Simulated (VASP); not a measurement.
# AlCr2C (P6_3/mmc) in VASP: a series of runs, part 3 of 3

VASP 6.6.1. Earlier steps stand in the parts before.

### Step 6. Single point, PBEsol (volume scaled by 1.03, then relaxed in part)

INCAR

```
PREC = Accurate ; ENCUT = 520
EDIFF = 1E-7 ; ISMEAR = 0
SIGMA = 0.1 ; LREAL = False
LASPH = True ; NELM = 80
ALGO = Normal ; ISIF = 2
LWAVE = False ; LCHARG = False
GGA = PS ; NBANDS = 41
```

KPOINTS

```
regular mesh
0
Gamma
  12 12 4
```

POSCAR

```
AlCr2C
1.0
    2.8418496033      0.0000000000      0.0000000000
   -1.4209248016      2.4611139502      0.0000000000
    0.0000000000      0.0000000000     12.7039273314
Al Cr C
2 4 2
Direct
    0.6666666667      0.3333333333      0.2500000000
    0.3333333333      0.6666666667      0.7500000000
    0.3333333333      0.6666666667      0.4167729456
    0.6666666667      0.3333333333      0.9167729456
    0.6666666667      0.3333333333      0.5832270544
    0.3333333333      0.6666666667      0.0832270544
    0.0000000000      0.0000000000      0.5000000000
    0.0000000000      0.0000000000      0.0000000000
```

Potentials or basis: VASP PAW PBE potentials, release 64 (Al, Cr_pv, C).

On the command line:

```console
$ cat potpaw_PBE.64/Al/POTCAR potpaw_PBE.64/Cr_pv/POTCAR potpaw_PBE.64/C/POTCAR > POTCAR
$ mpirun -np 1 vasp_std > vasp.out
```

OUTCAR:

```text
PREC = Accurate
   ENCUT = 520
   EDIFF = 1E-7
   ISMEAR = 0
   LREAL = False
   LASPH = True
   NELM = 80
   ISIF = 2
   GGA = PS

 ion  position               nearest neighbor table
   1  0.667  0.333  0.250-   3 2.68   6 2.68   3 2.68   6 2.68   3 2.68   6 2.68
   2  0.333  0.667  0.750-   4 2.68   5 2.68   4 2.68   5 2.68   4 2.68   5 2.68
   3  0.333  0.667  0.417-   7 1.95   7 1.95   7 1.95   5 2.68   5 2.68   5 2.68   1 2.68   1 2.68
                             1 2.68
[... 1279 lines left out ...]
  Total       -2.9856313     -2.9856313     -3.0210179     -0.0000000      0.0000000      0.0000000
  in kB      -53.8363924    -53.8363924    -54.4744769     -0.0000000      0.0000000      0.0000000
  external PRESSURE =     -54.0490872 kB  Pullay stress =       0.0000000 kB

 VOLUME and BASIS-vectors are now :
 -----------------------------------------------------------------------------
  energy-cutoff  :      520.00
  volume of cell :       88.85
      direct lattice vectors                 reciprocal lattice vectors
     2.841849603  0.000000000  0.000000000     0.351883505  0.203160037  0.000000000
    -1.420924802  2.461113950  0.000000000     0.000000000  0.406320073  0.000000000
     0.000000000  0.000000000 12.703927331     0.000000000  0.000000000  0.078715816

 POSITION                                       TOTAL-FORCE (eV/Angst)
 -----------------------------------------------------------------------------------
      1.42092      0.82037      3.17598        -0.000000     -0.000000     -0.000000
     -0.00000      1.64074      9.52795        -0.000000      0.000000     -0.000000
     -0.00000      1.64074      5.29465         0.000000      0.000000     -0.033009
      1.42092      0.82037     11.64662         0.000000      0.000000     -0.033009
      1.42092      0.82037      7.40927         0.000000     -0.000000      0.033009
     -0.00000      1.64074      1.05731         0.000000      0.000000      0.033009
      0.00000      0.00000      6.35196        -0.000000      0.000000      0.000000
      0.00000      0.00000      0.00000        -0.000000      0.000000      0.000000
 -----------------------------------------------------------------------------------
    total drift:                               -0.000000      0.000000     -0.000000

  FREE ENERGIE OF THE ION-ELECTRON SYSTEM (eV)
  ---------------------------------------------------
  free  energy   TOTEN  =       -70.2269105872 eV

  energy  without entropy=      -70.1950184229  energy(sigma->0) =      -70.21096451
```

OSZICAR:

```text
N       E                     dE             d eps       ncg     rms          rms(c)
DAV:   1     0.741362300307E+03    0.74136E+03   -0.33407E+04  4682   0.169E+03
DAV:   2    -0.200919004431E+02   -0.76145E+03   -0.73258E+03  4693   0.511E+02
DAV:   3    -0.844568091866E+02   -0.64365E+02   -0.62265E+02  6086   0.147E+02
DAV:   4    -0.865368539931E+02   -0.20800E+01   -0.20498E+01  5792   0.245E+01
DAV:   5    -0.865797105868E+02   -0.42857E-01   -0.42807E-01  5860   0.384E+00    0.448E+01
DAV:   6    -0.778450223153E+02    0.87347E+01   -0.22701E+02  6182   0.982E+01    0.223E+01
DAV:   7    -0.710044579565E+02    0.68406E+01   -0.75458E+01  5973   0.610E+01    0.997E+00
DAV:   8    -0.703150477397E+02    0.68941E+00   -0.55864E+00  5722   0.140E+01    0.292E+00
DAV:   9    -0.702329868262E+02    0.82061E-01   -0.54315E-01  6243   0.440E+00    0.879E-01
DAV:  10    -0.702277299405E+02    0.52569E-02   -0.32119E-02  5520   0.139E+00    0.312E-01
DAV:  11    -0.702269444282E+02    0.78551E-03   -0.50242E-03  6509   0.340E-01    0.890E-02
DAV:  12    -0.702269125825E+02    0.31846E-04   -0.40285E-04  6025   0.169E-01    0.295E-02
DAV:  13    -0.702269127889E+02   -0.20639E-06   -0.44441E-05  6723   0.424E-02    0.128E-02
DAV:  14    -0.702269106640E+02    0.21249E-05   -0.24653E-06  6226   0.158E-02    0.215E-03
DAV:  15    -0.702269105872E+02    0.76848E-07   -0.42411E-07  4873   0.435E-03
   1 F= -.70226911E+02 E0= -.70210965E+02  d E =-.318922E-01
```

Run time: 3.9 min. Hardware: 1 thread of Intel Xeon 6975P-C, shared host; peak memory 0.33 GiB.

Results:

```
Free energy            : -70.2269 eV
Pressure               : -5.4 GPa
Largest force          : 0.033 eV/Å
Band gap on the k mesh : zero (band 31 reaches 10.22 eV, above the bottom of band 32 at 9.37 eV)
```

Forces in eV/Å, atoms in the order of the input:
```
Al   0.000  0.000  0.000
Al   0.000  0.000  0.000
Cr   0.000  0.000 -0.033
Cr   0.000  0.000 -0.033
Cr   0.000  0.000  0.033
Cr   0.000  0.000  0.033
C    0.000  0.000  0.000
C    0.000  0.000  0.000
```

Levels at points of the mesh, in eV from the Fermi level:
```
           k point  band 28  band 29  band 30  band 31  band 32  band 33  band 34  band 35
(0.00, 0.00, 0.00)    -1.10    -1.09    -1.09    -0.20    -0.20    -0.18    -0.18     0.64
(0.50, 0.00, 0.00)    -1.95     0.13     0.34     0.41     0.45     0.78     0.79     1.21
(0.00, 0.00, 0.50)    -1.09    -1.09    -1.09    -0.19    -0.19    -0.19    -0.19     0.66
(0.50, 0.00, 0.50)    -1.96     0.28     0.28     0.39     0.39     0.79     0.79     1.22
```

Caveat: the PAW data sets were made with another functional, which shifts forces and pressure a little. Spin polarisation is off, so any magnetic state and its effect on volume and gap are missing.

### Step 7. Summary

```csv
cell,gap on the mesh (eV),pressure (GPa),largest force (eV/Å)
"a = 2.754, b = 2.754, c = 12.345 Å, angles 90.0, 90.0, 120.0°, 8 atoms",none,14.4,0.04
"a = 2.784, b = 2.784, c = 12.463 Å, angles 90.0, 90.0, 120.0°, 8 atoms",none,6.7,0.04
"a = 2.814, b = 2.814, c = 12.583 Å, angles 90.0, 90.0, 120.0°, 8 atoms",none,0.1,0.03
"a = 2.825, b = 2.825, c = 12.601 Å, angles 90.0, 90.0, 120.0°, 8 atoms",none,-1.7,0.03
"a = 2.842, b = 2.842, c = 12.704 Å, angles 90.0, 90.0, 120.0°, 8 atoms",none,-5.4,0.03
```

Alike in all rows: task single point; level PBEsol; potentials or basis VASP PAW PBE potentials, release 64 (Al, Cr_pv, C); no spin polarisation; k mesh 12 × 12 × 4; cutoff (eV) 520; smearing gaussian 0.1 eV.

Caveats: the PAW data sets were made with another functional, which shifts forces and pressure a little.

Total energies depend on the potentials used, so only differences within one code and one set of settings carry meaning.
